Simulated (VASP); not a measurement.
Crystal: TlPtN.

```xyz
6
Lattice="4.1699 0.0000 0.0000 0.0000 4.1699 0.0000 0.0000 0.0000 7.7444" Properties=species:S:1:pos:R:3 pbc="T T T"
Tl    0.0000    0.0000    6.1929
Tl    0.0000    0.0000    1.5515
Pt    2.0850    2.0850    1.3072
Pt    2.0850    2.0850    6.4372
N     2.0850    2.0850    3.3032
N     2.0850    2.0850    4.4412
```

The cell was generated, and may not be a known phase.

- Program: VASP 6.6.1
- Task: relaxation of cell and atoms
- Functional: PBE
- Potentials or basis: VASP PAW PBE potentials, release 64 (Tl_d, Pt, N)
- Cutoff: 600 eV
- k mesh: 8 × 8 × 4
- Occupations: gaussian, width 0.1 eV
- Spin: no spin polarisation

At the start: pressure -0.2 GPa; volume 22.44 Å³/atom.

Question: How do energy, volume and symmetry change on relaxing?

Answer: Over 17 steps the energy falls by 2.4 meV/atom and the volume is 22.19 Å³/atom (-1.1 %); space group P4/mmm (No. 123, to 0.1 Å) before and after.

The path:
```
step  energy change (eV)  largest force (eV/Å)  pressure (GPa)  volume (Å³)
   1              0.0000                1.1080           -0.15       134.66
   2              0.4302                7.5497           -3.57       134.25
   3             -0.0059                0.2503           -0.64       134.62
   4             -0.0059                0.2505           -0.62       134.63
   5             -0.0117                0.1015            0.13       133.21
   6             -0.0117                0.1008            0.11       133.25
   7             -0.0129                0.0776            0.01       133.25
   8             -0.0129                0.0990           -0.01       133.25
   9             -0.0111                0.6799           -0.41       133.23
  10             -0.0131                0.0766           -0.10       133.25
  11             -0.0137                0.0509           -0.04       133.12
  12             -0.0143                0.0245            0.07       132.86
  13             -0.0144                0.0139            0.06       132.95
  14             -0.0145                0.0209            0.03       133.09
  15             -0.0145                0.0218            0.03       133.11
  16             -0.0143                0.2092           -0.11       133.20
  17             -0.0145                0.0049            0.01       133.12
```

Final structure:
```cif
data_structure
_symmetry_space_group_name_H-M 'P 1'
_symmetry_Int_Tables_number 1
_cell_length_a 4.1538
_cell_length_b 4.1538
_cell_length_c 7.7149
_cell_angle_alpha 90.000
_cell_angle_beta 90.000
_cell_angle_gamma 90.000
_cell_volume 133.12
loop_
_atom_site_label
_atom_site_type_symbol
_atom_site_fract_x
_atom_site_fract_y
_atom_site_fract_z
_atom_site_occupancy
Tl1 Tl 0.00000 0.00000 0.79604 1
Tl2 Tl 0.00000 0.00000 0.20396 1
Pt1 Pt 0.50000 0.50000 0.16681 1
Pt2 Pt 0.50000 0.50000 0.83319 1
N1 N 0.50000 0.50000 0.42563 1
N2 N 0.50000 0.50000 0.57437 1
```

Caveat: the standard files for N, O and F lose accuracy on very short bonds.
